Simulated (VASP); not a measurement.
Here is a VASP 6.6.1 calculation.

POSCAR

```
HfO2
1.0
    0.0000000000      2.5291823184      2.5291823184
    2.5291823184      0.0000000000      2.5291823184
    2.5291823184      2.5291823184      0.0000000000
Hf O
1 2
Direct
    0.0000000000      0.0000000000      0.0000000000
    0.2500000000      0.2500000000      0.2500000000
    0.7500000000      0.7500000000      0.7500000000
```

The input INCAR.step1:

```
SYSTEM = HfO2
PREC     = Accurate       ! precision mode
ENCUT    = 660            ! plane-wave cutoff, eV
ISMEAR   = -1             ! smearing method
SIGMA    = 0.02           ! smearing width, eV
LREAL    = .False.        ! projectors in reciprocal space
LASPH    = .True.         ! aspherical terms in the spheres
NELM     = 120            ! most SCF steps
NBANDS   = 18             ! bands
GGA      = PE             ! functional
ALGO     = Normal         ! electronic algorithm
EDIFF    = 1E-5           ! SCF threshold, eV
LWAVE    = .True.         ! write WAVECAR
LCHARG   = .False.        ! write CHGCAR
GGA_COMPAT= .False.
```

The input INCAR.step2:

```
SYSTEM = HfO2
PREC     = Accurate       ! precision mode
ENCUT    = 660            ! plane-wave cutoff, eV
EDIFF    = 1E-6           ! SCF threshold, eV
ISMEAR   = -1             ! smearing method
SIGMA    = 0.02           ! smearing width, eV
LREAL    = .False.        ! projectors in reciprocal space
LASPH    = .True.         ! aspherical terms in the spheres
NELM     = 120            ! most SCF steps
ALGO     = Normal         ! electronic algorithm
ISIF     = 2              ! what is computed and relaxed
LWAVE    = .False.        ! write WAVECAR
LCHARG   = .False.        ! write CHGCAR
METAGGA  = R2SCAN         ! meta-GGA
LMIXTAU  = .True.       
NBANDS   = 18             ! bands
ISTART   = 1            
GGA_COMPAT= .False.
```

Contents of KPOINTS:

```
regular mesh
0
Gamma
  8 8 8
  0 0 0
```

Potentials or basis: VASP PAW PBE potentials, release 64 (Hf_pv, O).

The run is started by

```console
$ cat potpaw_PBE.64/Hf_pv/POTCAR potpaw_PBE.64/O/POTCAR > POTCAR
$ cp INCAR.step1 INCAR
$ mpirun -np 1 vasp_std > vasp.out
$ cp INCAR.step2 INCAR
$ mpirun -np 1 vasp_std > vasp.out
```

Task: Predict the band gap on the k mesh.

Result: 4.32 eV.

Task: What does it give for the pressure?

Result: -4.3 GPa.

Caveat: the cell stands under tension; the PAW data sets were made with another functional, which shifts forces and pressure a little; spin-orbit coupling is left out, which moves the levels of the heavy elements. A k mesh can miss the band edges.
